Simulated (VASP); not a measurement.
# CdBr6 (Im-3m) in VASP: further runs

The runs below take CdBr6 through single point, relaxation of cell and atoms, with PBE.

All numbers are computed with VASP 6.6.1; they aren't measurements. Logs are shortened: lines on timing, memory, paths and dates and some standing lists are left out, and cuts for length are marked.

### Step 1. The cell of the first run

Symmetry: Im-3m, No. 229, cubic system. Conventional cell: a = 8.080 Å, b = 8.080 Å, c = 8.080 Å, α = 90.00°, β = 90.00°, γ = 90.00°. Cd (site symmetry m-3m) has 6 Br at 2.78 Å within 3.7 Å. Within 3.3 Å of Br (site symmetry 4mm) lie 1 Br at 2.51 Å and 1 Cd at 2.78 Å.

### Step 2. Single point, PBE

The input, INCAR:

```
PREC = Accurate
ENCUT = 520
EDIFF = 1E-7
ISMEAR = 0
SIGMA = 0.1
LREAL = F
LASPH = T
NELM = 100
ALGO = Normal
ISIF = 2
LWAVE = F
LCHARG = F
GGA = PE
NBANDS = 36
```

The input, KPOINTS:

```
regular mesh
0
Gamma
  4 4 4
```

The input, POSCAR:

```
CdBr6
1.0
   -4.0397522612      4.0397522612      4.0397522612
    4.0397522612     -4.0397522612      4.0397522612
    4.0397522612      4.0397522612     -4.0397522612
Cd Br
1 6
Direct
    0.0000000000      0.0000000000      0.0000000000
    0.0000000000      0.3445067569      0.3445067569
    0.0000000000      0.6554932431      0.6554932431
    0.3445067569      0.0000000000      0.3445067569
    0.6554932431      0.0000000000      0.6554932431
    0.3445067569      0.3445067569      0.0000000000
    0.6554932431      0.6554932431      0.0000000000
```

Potentials or basis: VASP PAW PBE potentials, release 64 (Cd, Br).

Command:

```sh
cat potpaw_PBE.64/Cd/POTCAR potpaw_PBE.64/Br/POTCAR > POTCAR
mpirun -np 1 vasp_std > vasp.out
```

OUTCAR:

```text
PREC = Accurate
   ENCUT = 520
   EDIFF = 1E-7
   ISMEAR = 0
   LREAL = F
   LASPH = T
   NELM = 100
   ISIF = 2
   GGA = PE

 ion  position               nearest neighbor table
   1  0.000  0.000  0.000-   2 2.78   3 2.78   4 2.78   5 2.78   6 2.78   7 2.78
   2  0.000  0.345  0.345-   3 2.51   1 2.78
   3  0.000  0.655  0.655-   2 2.51   1 2.78
   4  0.345  0.000  0.345-   5 2.51   1 2.78
   5  0.655  0.000  0.655-   4 2.51   1 2.78
   6  0.345  0.345  0.000-   7 2.51   1 2.78
   7  0.655  0.655  0.000-   6 2.51   1 2.78

  LATTYP: Found a body centered cubic cell.
 ALAT       =     8.0795045224

  Lattice vectors:

 A1 = (  -4.0397522612,   4.0397522612,   4.0397522612)
 A2 = (   4.0397522612,  -4.0397522612,   4.0397522612)
 A3 = (   4.0397522612,   4.0397522612,  -4.0397522612)

Analysis of symmetry for initial positions (statically):
=====================================================================
 Subroutine PRICEL returns:
 Original cell was already a primitive cell.

 Routine SETGRP: Setting up the symmetry group for a
 body centered cubic supercell.

 Subroutine GETGRP returns: Found 48 space group operations
 (whereof 48 operations were pure point group operations)
 out of a pool of 48 trial point group operations.

The static configuration has the point symmetry O_h .

Analysis of symmetry for dynamics (positions and initial velocities):
=====================================================================
 Subroutine PRICEL returns:
 Original cell was already a primitive cell.

 Routine SETGRP: Setting up the symmetry group for a
 body centered cubic supercell.

 Subroutine GETGRP returns: Found 48 space group operations
 (whereof 48 operations were pure point group operations)
 out of a pool of 48 trial point group operations.

The dynamic configuration has the point symmetry O_h .

 Subroutine INISYM returns: Found 48 space group operations
 (whereof 48 operations are pure point group operations),
 and found     1 'primitive' translations

----------------------------------------------------------------------------------------

                                     Primitive cell

  volume of cell :     263.7085

  direct lattice vectors                    reciprocal lattice vectors
    -4.039752261  4.039752261  4.039752261     0.000000000  0.123769966  0.123769966
     4.039752261 -4.039752261  4.039752261     0.123769966  0.000000000  0.123769966
     4.039752261  4.039752261 -4.039752261     0.123769966  0.123769966  0.000000000

  length of vectors
     6.997056166  6.997056166  6.997056166     0.175037165  0.175037165  0.175037165

  position of ions in fractional coordinates (direct lattice)
     0.000000000  0.000000000  0.000000000
     0.000000000  0.344506757  0.344506757
     0.000000000  0.655493243  0.655493243
     0.344506757  0.000000000  0.344506757
     0.655493243  0.000000000  0.655493243
     0.344506757  0.344506757  0.000000000
     0.655493243  0.655493243  0.000000000

  ion indices of the primitive-cell ions
   primitive index   ion index
                 1           1
                 2           2
                 3           3
                 4           4
                 5           5
                 6           6
                 7           7

----------------------------------------------------------------------------------------

 KPOINTS: regular mesh

Automatic generation of k-mesh.
 Grid dimensions read from file:
 generate k-points for:    4    4    4

 Generating k-lattice:

  Cartesian coordinates                     Fractional coordinates (reciprocal lattice)
     0.000000000  0.030942491  0.030942491     0.250000000  0.000000000  0.000000000
     0.030942491  0.000000000  0.030942491     0.000000000  0.250000000  0.000000000
     0.030942491  0.030942491  0.000000000     0.000000000  0.000000000  0.250000000

  Length of vectors
     0.043759291  0.043759291  0.043759291

  Shift w.r.t. Gamma in fractional coordinates (k-lattice)
     0.000000000  0.000000000  0.000000000

 Subroutine IBZKPT returns following result:
 ===========================================

 Found      8 irreducible k-points:

 Following reciprocal coordinates:
            Coordinates               Weight
  0.000000  0.000000  0.000000      1.000000
  0.250000  0.000000  0.000000     12.000000
  0.500000  0.000000  0.000000      6.000000
  0.250000  0.250000  0.000000     24.000000
  0.250000  0.250000  0.250000      2.000000
 -0.250000  0.250000  0.250000      6.000000
  0.500000  0.500000  0.250000     12.000000
  0.500000  0.500000  0.500000      1.000000
   k-points           NKPTS =      8   k-points in BZ     NKDIM =      8   number of bands    NBANDS=     36
   number of dos      NEDOS =    301   number of ions     NIONS =      7
   total plane-waves  NPLWV = 157464
   dimension x,y,z NGX =    54 NGY =   54 NGZ =   54
   dimension x,y,z NGXF=   108 NGYF=  108 NGZF=  108
   ions per type =               1   6
[... 54 lines left out ...]
  ---------------------------------------------------
  ext. energy  EPLUGINS =         0.00000000
  ---------------------------------------------------
  free energy    TOTEN  =       -10.85177439 eV

  energy without entropy =      -10.84534529  energy(sigma->0) =      -10.84855984

 E-fermi :  -1.2727     XC(G=0):  -7.4029

 val. band max:       -1.3069175428   @ k =   0.5000   0.5000   0.5000
 cond. band min:      -1.1955912781   @ k =   0.0000   0.0000   0.0000
 fundamental gap:      0.1113262647
 Fermi energy:        -1.2726643862

 k-point     1 :       0.0000    0.0000    0.0000
  band No.  band energies     occupation
      1     -16.1721      2.00000
      2     -15.9172      2.00000
      3     -15.9172      2.00000
      4     -14.3514      2.00000
      5     -14.3514      2.00000
      6     -14.3514      2.00000
[... 28 lines left out ...]
     35       7.5120      0.00000
     36       7.5121      0.00000

 k-point     2 :       0.2500    0.0000    0.0000
  band No.  band energies     occupation
      1     -16.1165      2.00000
      2     -15.9367      2.00000
      3     -15.9291      2.00000
      4     -14.4317      2.00000
      5     -14.3523      2.00000
      6     -14.3410      2.00000
[... 28 lines left out ...]
     35       7.0364      0.00000
     36       7.2227      0.00000

 k-point     3 :       0.5000    0.0000    0.0000
  band No.  band energies     occupation
      1     -16.0088      2.00000
      2     -16.0056      2.00000
      3     -15.9407      2.00000
      4     -14.5133      2.00000
      5     -14.3531      2.00000
      6     -14.3309      2.00000
[... 28 lines left out ...]
     35       6.5120      0.00000
     36       6.8239      0.00000

 k-point     4 :       0.2500    0.2500    0.0000
  band No.  band energies     occupation
      1     -16.0361      2.00000
      2     -15.9612      2.00000
      3     -15.9568      2.00000
      4     -14.5204      2.00000
      5     -14.3419      2.00000
      6     -14.3362      2.00000
[... 28 lines left out ...]
     35       6.6246      0.00000
     36       7.0826      0.00000

 k-point     5 :       0.2500    0.2500    0.2500
  band No.  band energies     occupation
      1     -15.9734      2.00000
      2     -15.9734      2.00000
      3     -15.9734      2.00000
      4     -14.6121      2.00000
      5     -14.3309      2.00000
      6     -14.3309      2.00000
[... 28 lines left out ...]
     35       6.9089      0.00000
     36       6.9089      0.00000

 k-point     6 :      -0.2500    0.2500    0.2500
  band No.  band energies     occupation
      1     -16.0805      2.00000
      2     -15.9542      2.00000
      3     -15.9488      2.00000
      4     -14.4201      2.00000
      5     -14.3532      2.00000
      6     -14.3532      2.00000
[... 28 lines left out ...]
     35       7.1339      0.00000
     36       7.1490      0.00000

 k-point     7 :       0.5000    0.5000    0.2500
  band No.  band energies     occupation
      1     -16.0217      2.00000
      2     -15.9929      2.00000
      3     -15.9685      2.00000
      4     -14.4330      2.00000
      5     -14.3541      2.00000
      6     -14.3428      2.00000
[... 28 lines left out ...]
     35       6.4278      0.00000
     36       6.9494      0.00000

 k-point     8 :       0.5000    0.5000    0.5000
  band No.  band energies     occupation
      1     -16.0475      2.00000
      2     -15.9799      2.00000
      3     -15.9799      2.00000
      4     -14.3550      2.00000
      5     -14.3550      2.00000
      6     -14.3550      2.00000
[... 28 lines left out ...]
     35       6.2453      0.00000
     36       6.7615      0.00000

------------------------ aborting loop because EDIFF is reached ----------------------------------------

  FORCE on cell =-STRESS in cart. coord.  units (eV):
  Direction    XX          YY          ZZ          XY          YZ          ZX
  --------------------------------------------------------------------------------------
  -------------------------------------------------------------------------------------
  Total        0.1614260      0.1614260      0.1614260      0.0000000      0.0000000     -0.0000000
  in kB        0.9807537      0.9807537      0.9807537      0.0000000      0.0000000     -0.0000000
  external PRESSURE =       0.9807537 kB  Pullay stress =       0.0000000 kB

 VOLUME and BASIS-vectors are now :
 -----------------------------------------------------------------------------
  energy-cutoff  :      520.00
  volume of cell :      263.71
      direct lattice vectors                 reciprocal lattice vectors
    -4.039752261  4.039752261  4.039752261     0.000000000  0.123769966  0.123769966
     4.039752261 -4.039752261  4.039752261     0.123769966  0.000000000  0.123769966
     4.039752261  4.039752261 -4.039752261     0.123769966  0.123769966  0.000000000

 POSITION                                       TOTAL-FORCE (eV/Angst)
 -----------------------------------------------------------------------------------
      0.00000      0.00000      0.00000         0.000000      0.000000      0.000000
      2.78344      0.00000      0.00000         0.023590      0.000000      0.000000
      5.29606      0.00000      0.00000        -0.023590      0.000000      0.000000
      0.00000      2.78344      0.00000         0.000000      0.023590      0.000000
      0.00000      5.29606      0.00000         0.000000     -0.023590      0.000000
      0.00000      0.00000      2.78344        -0.000000      0.000000      0.023590
      0.00000      0.00000      5.29606        -0.000000      0.000000     -0.023590
 -----------------------------------------------------------------------------------
    total drift:                               -0.000000     -0.000000      0.000000

  FREE ENERGIE OF THE ION-ELECTRON SYSTEM (eV)
  ---------------------------------------------------
  free  energy   TOTEN  =       -10.8517743937 eV

  energy  without entropy=      -10.8453452881  energy(sigma->0) =      -10.84855984
```

Wall time 2.4 min (1 thread of Intel Xeon 6975P-C, shared host); peak memory 0.4 GiB.

What came out:

```yaml
Free_energy: -10.8518 eV
Pressure: 0.1 GPa
Largest_force: 0.024 eV/Å
Band_gap_on_the_k_mesh: zero (band 27 reaches -1.20 eV, above the bottom of band 28 at -1.31 eV)
```

Forces in eV/Å, atoms in the order of the input:
```
Cd   0.000  0.000  0.000
Br   0.024  0.000  0.000
Br  -0.024  0.000  0.000
Br   0.000  0.024  0.000
Br   0.000 -0.024  0.000
Br   0.000  0.000  0.024
Br   0.000  0.000 -0.024
```

### Step 3. Single point, PBE

This run uses another cell than the first one, of 40.10 Å³/atom, 1.065 times its volume.

The input, INCAR:

```
SYSTEM = CdBr6
PREC = Accurate ; ENCUT = 520
EDIFF = 1E-6 ; ISMEAR = 0
SIGMA = 0.1 ; LREAL = .False.
LASPH = .True. ; NELM = 60
ALGO = Normal ; ISIF = 2
LWAVE = .False. ; LCHARG = .False.
GGA = PE ; NBANDS = 36
```

The input, KPOINTS:

```
Automatic mesh
0
Gamma
  4 4 4
  0 0 0
```

The input, POSCAR:

```
CdBr6
1.0
   -4.1248637000      4.1248637000      4.1248637000
    4.1248637000     -4.1248637000      4.1248637000
    4.1248637000      4.1248637000     -4.1248637000
Cd Br
1 6
Direct
    0.0000000000      0.0000000000      0.0000000000
    0.0000000000      0.3250650700      0.3250650700
    0.0000000000      0.6749349300      0.6749349300
    0.3250650700      0.0000000000      0.3250650700
    0.6749349300      0.0000000000      0.6749349300
    0.3250650700      0.3250650700      0.0000000000
    0.6749349300      0.6749349300      0.0000000000
```

Potentials or basis: VASP PAW PBE potentials, release 64 (Cd, Br).

Command:

```sh
cat potpaw_PBE.64/Cd/POTCAR potpaw_PBE.64/Br/POTCAR > POTCAR
mpirun -np 1 vasp_std > vasp.out
```

Wall time 2 min (1 thread of Intel Xeon 6975P-C, shared host); peak memory 0.42 GiB.

It converged, with:

```yaml
Free_energy: -10.3713 eV
Pressure: -0.7 GPa
Largest_force: 0.673 eV/Å
Band_gap_on_the_k_mesh: zero (band 27 reaches -1.96 eV, above the bottom of band 28 at -2.08 eV)
```

Forces on the atoms (eV/Å):
```
Cd   0.000  0.000  0.000
Br   0.673  0.000  0.000
Br  -0.673  0.000  0.000
Br   0.000  0.673  0.000
Br   0.000 -0.673  0.000
Br   0.000  0.000  0.673
Br   0.000  0.000 -0.673
```

Levels at points of the mesh, in eV from the Fermi level:
```tsv
k point	band 25	band 26	band 27	band 28	band 29	band 30
(0.00, 0.00, 0.00)	-0.12	-0.12	0.09	0.09	0.09	3.58
(0.50, 0.00, 0.00)	-0.38	-0.25	-0.20	0.04	0.96	5.35
(0.50, 0.50, 0.50)	-0.40	-0.40	0.01	0.01	0.01	3.65
```

### Step 4. Single point, PBE

The input, INCAR:

```
  ALGO = Normal
  EDIFF = 1E-7
  ENCUT = 520
  GGA = PE
  ISIF = 2
  ISMEAR = 0
  LASPH = True
  LCHARG = True
  LELF = True
  LREAL = False
  LVHAR = True
  LWAVE = False
  NBANDS = 36
  NELM = 100
  PREC = Accurate
  SIGMA = 0.1
```

The input, KPOINTS:

```
k-points
0
Gamma
  8 8 8
```

The input, POSCAR:

```
CdBr6
1.0
   -4.0397522612      4.0397522612      4.0397522612
    4.0397522612     -4.0397522612      4.0397522612
    4.0397522612      4.0397522612     -4.0397522612
Cd Br
1 6
Direct
    0.0000000000      0.0000000000      0.0000000000
    0.0000000000      0.3445067569      0.3445067569
    0.0000000000      0.6554932431      0.6554932431
    0.3445067569      0.0000000000      0.3445067569
    0.6554932431      0.0000000000      0.6554932431
    0.3445067569      0.3445067569      0.0000000000
    0.6554932431      0.6554932431      0.0000000000
```

Command:

```sh
cat potpaw_PBE.64/Cd/POTCAR potpaw_PBE.64/Br/POTCAR > POTCAR
mpirun -np 1 vasp_std > vasp.out
```

It took 7.6 min on 1 thread of Intel Xeon 6975P-C, shared host; peak memory 0.54 GiB.

Results (log left out):

```yaml
Free_energy: -10.8703 eV
Pressure: 0.0 GPa
Largest_force: 0.018 eV/Å
Band_gap_on_the_k_mesh: zero (band 27 reaches -1.20 eV, above the bottom of band 28 at -1.31 eV)
```

Forces on the atoms (eV/Å):
```
Cd   0.000  0.000  0.000
Br   0.018  0.000  0.000
Br  -0.018  0.000  0.000
Br   0.000  0.018  0.000
Br   0.000 -0.018  0.000
Br   0.000  0.000  0.018
Br   0.000  0.000 -0.018
```

Levels at points of the mesh, in eV from the Fermi level:
```csv
k point,band 23,band 24,band 25,band 26,band 27,band 28,band 29,band 30,band 31,band 32
"(0.00, 0.00, 0.00)",-1.11,-0.09,-0.09,-0.09,0.07,0.07,0.07,2.34,5.44,7.77
"(0.50, 0.00, 0.00)",-0.62,-0.55,-0.53,-0.51,-0.45,0.32,1.47,4.87,6.56,6.68
"(0.50, 0.50, 0.50)",-0.93,-0.18,-0.18,-0.18,-0.04,-0.04,-0.04,2.34,7.10,7.10
```

### Step 5. Relaxation of cell and atoms, PBE

This run uses another cell than the first one, of 40.10 Å³/atom, 1.065 times its volume.

The input, INCAR:

```
SYSTEM = CdBr6
PREC = Accurate ; ENCUT = 600
EDIFF = 1E-6 ; ISMEAR = 0
SIGMA = 0.1 ; LREAL = .FALSE.
LASPH = .TRUE. ; NELM = 100
ALGO = Normal ; ISIF = 3
LWAVE = .FALSE. ; LCHARG = .FALSE.
GGA = PE ; IBRION = 2
NSW = 90 ; EDIFFG = -0.04
```

The input, KPOINTS:

```
Automatic mesh
0
G
  4 4 4
  0 0 0
```

The input, POSCAR:

```
CdBr6
1.0
   -4.1248637000      4.1248637000      4.1248637000
    4.1248637000     -4.1248637000      4.1248637000
    4.1248637000      4.1248637000     -4.1248637000
Cd Br
1 6
Direct
    0.0000000000      0.0000000000      0.0000000000
    0.0000000000      0.3250650700      0.3250650700
    0.0000000000      0.6749349300      0.6749349300
    0.3250650700      0.0000000000      0.3250650700
    0.6749349300      0.0000000000      0.6749349300
    0.3250650700      0.3250650700      0.0000000000
    0.6749349300      0.6749349300      0.0000000000
```

Command:

```sh
cat potpaw_PBE.64/Cd/POTCAR potpaw_PBE.64/Br/POTCAR > POTCAR
mpirun -np 1 vasp_std > vasp.out
```

It took 9.3 min on 1 thread of Intel Xeon 6975P-C, shared host; peak memory 0.57 GiB.

Results (log left out):

```yaml
Free_energy: -10.8534 eV
Relaxed_volume: 37.97 Å³/atom
Relaxed_cell: a = 7.015 Å, b = 7.015 Å, c = 7.015 Å, α = 109.47°, β = 109.47°, γ = 109.47°
Space_group_after_relaxing_to_0.05_Å: Im-3m (No. 229)
Energy_gained_by_relaxing: 68.9 meV/atom
Ionic_steps: 6
Pressure_after_relaxing: -0.1 GPa
Largest_force_after_relaxing: 0.021 eV/Å
Band_gap_on_the_k_mesh: zero (band 27 reaches -1.24 eV, above the bottom of band 28 at -1.34 eV)
```

Forces on the atoms (eV/Å):
```
Cd   0.000  0.000  0.000
Br   0.021  0.000  0.000
Br  -0.021  0.000  0.000
Br   0.000  0.021  0.000
Br   0.000 -0.021  0.000
Br   0.000  0.000  0.021
Br   0.000  0.000 -0.021
```

The path:
```
step  energy change (eV)  largest force (eV/Å)  pressure (GPa)  volume (Å³)
   1              0.0000                0.6735           -0.70       280.73
   2             -0.1555                0.6369           -0.56       273.71
   3             -0.4350                0.1913            0.87       253.35
   4             -0.4803                0.0071            0.25       262.02
   5             -0.4817                0.0473            0.15       263.99
   6             -0.4825                0.0215           -0.07       265.79
```

Final structure:
```
Cd Br
1.0
    -4.05036    4.05036    4.05036
     4.05036   -4.05036    4.05036
     4.05036    4.05036   -4.05036
Cd Br
1 6
Cartesian
  0.0000 0.0000 0.0000
  2.7936 0.0000 0.0000
  5.3071 0.0000 0.0000
  0.0000 2.7936 0.0000
  0.0000 5.3071 0.0000
  0.0000 0.0000 2.7936
  0.0000 0.0000 5.3071
```

Levels at points of the mesh, in eV from the Fermi level:
| k point | band 23 | band 24 | band 25 | band 26 | band 27 | band 28 | band 29 | band 30 | band 31 | band 32 |
| --- | --- | --- | --- | --- | --- | --- | --- | --- | --- | --- |
| (0.00, 0.00, 0.00) | -1.10 | -0.10 | -0.10 | -0.10 | 0.08 | 0.08 | 0.08 | 2.29 | 5.43 | 7.74 |
| (0.50, 0.00, 0.00) | -0.62 | -0.55 | -0.53 | -0.51 | -0.46 | 0.32 | 1.45 | 4.81 | 6.52 | 6.65 |
| (0.50, 0.50, 0.50) | -0.93 | -0.19 | -0.19 | -0.19 | -0.03 | -0.03 | -0.03 | 2.29 | 7.09 | 7.09 |

### Step 6. The runs side by side

| task | cell | k mesh | cutoff (eV) | gap on the mesh (eV) | pressure (GPa) | largest force (eV/Å) |
| --- | --- | --- | --- | --- | --- | --- |
| single point | a = 6.997 Å, angles 109.5°, 7 atoms | 4 × 4 × 4 | 520 | none | 0.1 | 0.02 |
| single point | a = 7.144 Å, angles 109.5°, 7 atoms | 4 × 4 × 4 | 520 | none | -0.7 | 0.67 |
| single point | a = 6.997 Å, angles 109.5°, 7 atoms | 8 × 8 × 8 | 520 | none | 0.0 | 0.02 |
| relaxation of cell and atoms | relaxed from a = 7.144 Å, angles 109.5°, 7 atoms | 4 × 4 × 4 | 600 | none | -0.1 | 0.02 |

Alike in all rows: level PBE; potentials or basis VASP PAW PBE potentials, release 64 (Cd, Br); no spin polarisation; smearing gaussian 0.1 eV.

Absolute energies hang on the potentials; compare differences alone.
